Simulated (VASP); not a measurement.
# Al2O3 (R-3c) in VASP: a series of runs

Runs on Al2O3. Level: r2SCAN. Tasks: single point.

Program: VASP 6.6.1. These are calculated values, not measurements. Logs are shortened: lines on timing, memory, paths and dates and some standing lists are left out, and cuts for length are marked.

## 1. The cell of the first run

It takes space group R-3c (No. 167, trigonal). Conventional cell: a = 4.640 Å, b = 4.640 Å, c = 12.345 Å, α = 90.00°, β = 90.00°, γ = 120.00°. Al (site symmetry 3) has 6 O at 1.80 to 1.90 Å within 2.4 Å. Within 2.8 Å of O (site symmetry 2) lie 4 Al at 1.80 to 1.90 Å and 12 O at 2.46 to 2.79 Å.

## 2. Single point, r2SCAN (strain -0.025 along x and y, -0.050 along z)

Input file POSCAR:

```
Al2O3
1.0
    2.3200821653      1.3395000627      4.1150540224
   -2.3200821653      1.3395000627      4.1150540224
    0.0000000000     -2.6790001254      4.1150540223
Al O
4 6
Direct
    0.8519165699      0.8519165699      0.8519165699
    0.6480834301      0.6480834301      0.6480834301
    0.1480834301      0.1480834301      0.1480834301
    0.3519165699      0.3519165699      0.3519165699
    0.0563854984      0.4436145016      0.7500000000
    0.7500000000      0.0563854984      0.4436145016
    0.4436145016      0.7500000000      0.0563854984
    0.9436145016      0.5563854984      0.2500000000
    0.2500000000      0.9436145016      0.5563854984
    0.5563854984      0.2500000000      0.9436145016
```

Input file INCAR.step1:

```
PREC = Accurate
ENCUT = 520
ISMEAR = 0
SIGMA = 0.05
LREAL = F
LASPH = T
NELM = 100
NBANDS = 35
GGA = PE
ALGO = Normal
EDIFF = 1E-4
LWAVE = T
LCHARG = F
```

Input file INCAR.step2:

```
PREC = Accurate
ENCUT = 520
EDIFF = 1E-7
ISMEAR = 0
SIGMA = 0.05
LREAL = F
LASPH = T
NELM = 100
ALGO = Normal
ISIF = 2
LWAVE = F
LCHARG = F
METAGGA = R2SCAN
LMIXTAU = T
NBANDS = 35
ISTART = 1
```

Input file KPOINTS:

```
regular mesh
0
Gamma
  6 6 6
```

Potentials or basis: VASP PAW PBE potentials, release 64 (Al, O).

Command:

```bash
$ cat potpaw_PBE.64/Al/POTCAR potpaw_PBE.64/O/POTCAR > POTCAR
$ cp INCAR.step1 INCAR
$ mpirun -np 1 vasp_std > vasp.out
$ cp INCAR.step2 INCAR
$ mpirun -np 1 vasp_std > vasp.out
```

OUTCAR:

```text
PREC = Accurate
   ENCUT = 520
   EDIFF = 1E-7
   ISMEAR = 0
   LREAL = F
   LASPH = T
   NELM = 100
   ISIF = 2
   METAGGA = R2SCAN
   ISTART = 1

 ion  position               nearest neighbor table
   1  0.852  0.852  0.852-  10 1.80   8 1.80   9 1.80   6 1.90   5 1.90   7 1.90   2 2.52   3 2.72
                             3 2.72   3 2.72   2 3.12   2 3.12   2 3.12
   2  0.648  0.648  0.648-   9 1.80   8 1.80  10 1.80   7 1.90   5 1.90   6 1.90   1 2.52   4 2.72
                             4 2.72   4 2.72   1 3.12   1 3.12   1 3.12
   3  0.148  0.148  0.148-   7 1.80   5 1.80   6 1.80   9 1.90   8 1.90  10 1.90   4 2.52   1 2.72
                             1 2.72   1 2.72   4 3.12   4 3.12   4 3.12
   4  0.352  0.352  0.352-   6 1.80   5 1.80   7 1.80  10 1.90   8 1.90   9 1.90   3 2.52   2 2.72
                             2 2.72   2 2.72   3 3.12   3 3.12   3 3.12
   5  0.056  0.444  0.750-   3 1.80   4 1.80   1 1.90   2 1.90
   6  0.750  0.056  0.444-   4 1.80   3 1.80   1 1.90   2 1.90
   7  0.444  0.750  0.056-   3 1.80   4 1.80   2 1.90   1 1.90
   8  0.944  0.556  0.250-   1 1.80   2 1.80   3 1.90   4 1.90
   9  0.250  0.944  0.556-   2 1.80   1 1.80   3 1.90   4 1.90
  10  0.556  0.250  0.944-   1 1.80   2 1.80   4 1.90   3 1.90

  LATTYP: Found a trigonal (rhomboedric) cell.
 ALAT       =     4.9102659072
 COS(alpha) =     0.5534946114

  Lattice vectors:

 A1 = (   2.3200821653,   1.3395000627,   4.1150540224)
 A2 = (  -2.3200821653,   1.3395000627,   4.1150540224)
 A3 = (   0.0000000000,  -2.6790001254,   4.1150540223)

Analysis of symmetry for initial positions (statically):
=====================================================================
 Subroutine PRICEL returns:
 Original cell was already a primitive cell.

 Routine SETGRP: Setting up the symmetry group for a
 trigonal (rhombohedral) supercell.

 Subroutine GETGRP returns: Found 12 space group operations
 (whereof  6 operations were pure point group operations)
 out of a pool of 12 trial point group operations.

The static configuration has the point symmetry S_6 .
 The point group associated with its full space group is D_3d.

Analysis of symmetry for dynamics (positions and initial velocities):
=====================================================================
 Subroutine PRICEL returns:
 Original cell was already a primitive cell.

 Routine SETGRP: Setting up the symmetry group for a
 trigonal (rhombohedral) supercell.

 Subroutine GETGRP returns: Found 12 space group operations
 (whereof  6 operations were pure point group operations)
 out of a pool of 12 trial point group operations.

The dynamic configuration has the point symmetry S_6 .
 The point group associated with its full space group is D_3d.

 Subroutine INISYM returns: Found 12 space group operations
 (whereof  6 operations are pure point group operations),
 and found     1 'primitive' translations

----------------------------------------------------------------------------------------

                                     Primitive cell

  volume of cell :      76.7314

  direct lattice vectors                    reciprocal lattice vectors
     2.320082165  1.339500063  4.115054022     0.215509609  0.124424531  0.081003392
    -2.320082165  1.339500063  4.115054022    -0.215509609  0.124424531  0.081003392
     0.000000000 -2.679000125  4.115054022     0.000000000 -0.248849061  0.081003392

  length of vectors
     4.910265907  4.910265907  4.910265907     0.261700984  0.261700984  0.261700984

  position of ions in fractional coordinates (direct lattice)
     0.851916570  0.851916570  0.851916570
     0.648083430  0.648083430  0.648083430
     0.148083430  0.148083430  0.148083430
     0.351916570  0.351916570  0.351916570
     0.056385498  0.443614502  0.750000000
     0.750000000  0.056385498  0.443614502
     0.443614502  0.750000000  0.056385498
     0.943614502  0.556385498  0.250000000
     0.250000000  0.943614502  0.556385498
     0.556385498  0.250000000  0.943614502

  ion indices of the primitive-cell ions
   primitive index   ion index
                 1           1
                 2           2
                 3           3
                 4           4
                 5           5
                 6           6
                 7           7
                 8           8
                 9           9
                10          10

----------------------------------------------------------------------------------------

 KPOINTS: regular mesh

Automatic generation of k-mesh.
 Grid dimensions read from file:
 generate k-points for:    6    6    6

 Generating k-lattice:

  Cartesian coordinates                     Fractional coordinates (reciprocal lattice)
     0.035918268  0.020737422  0.013500565     0.166666667 -0.000000000  0.000000000
    -0.035918268  0.020737422  0.013500565    -0.000000000  0.166666667  0.000000000
     0.000000000 -0.041474844  0.013500565     0.000000000  0.000000000  0.166666667

  Length of vectors
     0.043616831  0.043616831  0.043616831

  Shift w.r.t. Gamma in fractional coordinates (k-lattice)
     0.000000000  0.000000000  0.000000000

 Subroutine IBZKPT returns following result:
 ===========================================

 Found     32 irreducible k-points:

 Following reciprocal coordinates:
            Coordinates               Weight
  0.000000  0.000000  0.000000      1.000000
  0.166667  0.000000  0.000000      6.000000
  0.333333  0.000000  0.000000      6.000000
  0.500000  0.000000  0.000000      3.000000
  0.166667  0.166667  0.000000      6.000000
  0.333333  0.166667  0.000000     12.000000
[... 16 lines left out ...]
  0.500000  0.500000  0.166667      6.000000
 -0.333333  0.500000  0.166667     12.000000
 [... further k-points ...]
   k-points           NKPTS =     32   k-points in BZ     NKDIM =     32   number of bands    NBANDS=     35
   number of dos      NEDOS =    301   number of ions     NIONS =     10
   total plane-waves  NPLWV =  64000
   dimension x,y,z NGX =    40 NGY =   40 NGZ =   40
   dimension x,y,z NGXF=    80 NGYF=   80 NGZF=   80
   ions per type =               4   6
   NGX,Y,Z   is equivalent  to a cutoff of  13.54, 13.54, 13.54 a.u.
   NGXF,Y,Z  is equivalent  to a cutoff of  27.09, 27.09, 27.09 a.u.
 SYSTEM =  unknown system
   PREC   = accura    normal or accurate (medium, high low for compatibility)
   ISTART =      1    job   : 0-new  1-cont  2-samecut
   ICHARG =      0    charge: 1-file 2-atom 10-const
   ISPIN  =      1    spin polarized calculation?
   LNONCOLLINEAR =      F non collinear calculations
   LSORBIT =      F    spin-orbit coupling
   LASPH  =      T    aspherical Exc in radial PAW
   ENCUT  =  520.0 eV  38.22 Ry    6.18 a.u.   9.13  9.13  9.13*2*pi/ulx,y,z
   NELM   =    100;   NELMIN=  2; NELMDL=  0     # of ELM steps
   EDIFF  = 0.1E-06   stopping-criterion for ELM
   LREAL  =      F    real-space projection
   EDIFFG = 0.1E-05   stopping-criterion for IOM
   NSW    =      0    number of steps for IOM
   IBRION =     -1    ionic relax: 0-MD 1-quasi-New 2-CG
   NFREE  =      0    steps in history (QN), initial steepest desc. (CG)
   ISIF   =      2    stress and relaxation
   ISYM   =      2    0-nonsym 1-usesym 2-fastsym
   POTIM  = 0.5000    time-step for ionic-motion
   TEBEG  =    0.0;   TEEND  =   0.0 temperature during run
   PSTRESS=    0.0 pullay stress
   NELECT =      48.0000    total number of electrons
   NUPDOWN=      -1.0000    fix difference up-down
   EMIN   =  10.00;   EMAX   =-10.00  energy-range for DOS
   EFERMI =   0.00;   METHOD = LEGACY
   ISMEAR =     0;   SIGMA  =   0.05  broadening in eV -4-tet -1-fermi 0-gaus
   EFERMI_NEDOS =   21; number of points for ismear=-14 and -15
   IALGO  =     38    algorithm
   IMIX   =      4    mixing-type and parameters
     AMIX     =   0.40;   BMIX     =  1.00
     AMIX_MAG =   1.60;   BMIX_MAG =  1.00
  volume/ion in A,a.u.               =       7.67        51.78
  Fermi-wavevector in a.u.,A,eV,Ry     =   1.400117  2.645837 26.671870  1.960327
  Thomas-Fermi vector in A             =   2.523109
   LORBIT       =      0    0 simple, 1 ext, 2 COOP (PROOUT), +10 PAW based schemes
   METAGGA = R2SCAN    functional components
   LHFCALC =     F    Hartree Fock is set to
   AEXX    =    0.0000 exact exchange contribution
   IVDW    =     0    specifies the selected vdW correction
   LEPSILON=     F    determine dielectric tensor
   LRPA    =     F    only Hartree local field effects (RPA)
 non-spin polarized calculation
 Gauss-broadening in eV      SIGMA  =   0.05
  energy-cutoff  :      520.00
  volume of cell :       76.73
 maximum number of plane-waves:      2109
 NGX is ok and might be reduce to    40
   NGX = 19   NGY = 19   NGZ = 19

 number of electron      47.9999998 magnetization

 Free energy of the ion-electron system (eV)
  ---------------------------------------------------
  ext. energy  EPLUGINS =         0.00000000
  ---------------------------------------------------
  free energy    TOTEN  =       -95.48500651 eV

  energy without entropy =      -95.48500651  energy(sigma->0) =      -95.48500651

 E-fermi :   7.4068     XC(G=0): -12.7730

 val. band max:        7.1292806707   @ k =   0.0000   0.0000   0.0000
 cond. band min:      15.3843962005   @ k =   0.0000   0.0000   0.0000
 fundamental gap:      8.2551155298
 Fermi energy:         7.4068469557

 k-point     1 :       0.0000    0.0000    0.0000
  band No.  band energies     occupation
      1     -14.0858      2.00000
      2     -11.2484      2.00000
      3     -11.0767      2.00000
      4     -11.0767      2.00000
      5     -10.7077      2.00000
      6     -10.7077      2.00000
[... 27 lines left out ...]
     34      23.2714      0.00000
     35      23.8619      0.00000

 k-point     2 :       0.1667    0.0000    0.0000
  band No.  band energies     occupation
      1     -13.9235      2.00000
      2     -11.4299      2.00000
      3     -11.1075      2.00000
      4     -11.0911      2.00000
      5     -10.7821      2.00000
      6     -10.7081      2.00000
[... 27 lines left out ...]
     34      22.0496      0.00000
     35      23.3266      0.00000
[... 796 lines left out ...]
     34      22.2984      0.00000
     35      22.6633      0.00000

 k-point    24 :      -0.3333    0.5000    0.1667
  band No.  band energies     occupation
      1     -12.5790      2.00000
      2     -12.1347      2.00000
      3     -11.8642      2.00000
      4     -11.6065      2.00000
      5     -10.8744      2.00000
      6     -10.6418      2.00000
[... 27 lines left out ...]
     34      22.2730      0.00000
     35      22.7789      0.00000

 [... further k-points ...]
[... 5 lines left out ...]
  --------------------------------------------------------------------------------------
  -------------------------------------------------------------------------------------
  Total       13.2900273     13.2900273     18.4145774      0.0000000      0.0000000     -0.0000000
  in kB      277.5003656    277.5003656    384.5027447      0.0000000      0.0000000     -0.0000000
  external PRESSURE =     313.1678253 kB  Pullay stress =       0.0000000 kB

 VOLUME and BASIS-vectors are now :
 -----------------------------------------------------------------------------
  energy-cutoff  :      520.00
  volume of cell :       76.73
      direct lattice vectors                 reciprocal lattice vectors
     2.320082165  1.339500063  4.115054022     0.215509609  0.124424531  0.081003392
    -2.320082165  1.339500063  4.115054022    -0.215509609  0.124424531  0.081003392
     0.000000000 -2.679000125  4.115054022     0.000000000 -0.248849061  0.081003392

 POSITION                                       TOTAL-FORCE (eV/Angst)
 -----------------------------------------------------------------------------------
      0.00000      0.00000     10.51705         0.000000      0.000000      0.199963
      0.00000      0.00000      8.00069         0.000000      0.000000     -0.199963
      0.00000      0.00000      1.82811         0.000000      0.000000     -0.199963
      0.00000      0.00000      4.34447         0.000000      0.000000      0.199963
     -0.89840     -1.33950      5.14382         0.080401      0.000000     -0.000000
      1.60924     -0.10829      5.14382        -0.040200      0.069629      0.000000
     -0.71084      1.44779      5.14382        -0.040200     -0.069629     -0.000000
      0.89840      1.33950      7.20134        -0.080401      0.000000     -0.000000
     -1.60924      0.10829      7.20134         0.040200     -0.069629     -0.000000
      0.71084     -1.44779      7.20134         0.040200      0.069629      0.000000
 -----------------------------------------------------------------------------------
    total drift:                                0.000000      0.000000      0.000000

  FREE ENERGIE OF THE ION-ELECTRON SYSTEM (eV)
  ---------------------------------------------------
  free  energy   TOTEN  =       -95.4850065095 eV

  energy  without entropy=      -95.4850065095  energy(sigma->0) =      -95.48500651
```

Run time: 6.1 min. Hardware: 1 thread of Intel Xeon Platinum 8488C (Sapphire Rapids), shared host; peak memory 0.27 GiB.

Results:

```yaml
Free_energy: -95.4850 eV
Pressure: 31.3 GPa
Largest_force: 0.200 eV/Å
Band_gap_on_the_k_mesh: 8.26 eV
```

Forces in eV/Å, atoms in the order of the input:
```
Al   0.000  0.000  0.200
Al   0.000  0.000 -0.200
Al   0.000  0.000 -0.200
Al   0.000  0.000  0.200
O    0.080  0.000  0.000
O   -0.040  0.070  0.000
O   -0.040 -0.070  0.000
O   -0.080  0.000  0.000
O    0.040 -0.070  0.000
O    0.040  0.070  0.000
```

Stress tensor (GPa, compression positive):
```
27.75  0.00  0.00
 0.00 27.75  0.00
 0.00  0.00 38.45
```

Caveat: the cell differs from its parent crystal (strain -0.025 along x and y, -0.050 along z); the stress differs along the axes, from 28 to 38 GPa; the PAW data sets were made with another functional, which shifts forces and pressure a little. A k mesh can miss the band edges.

(Part 1 of 2 ends here.)
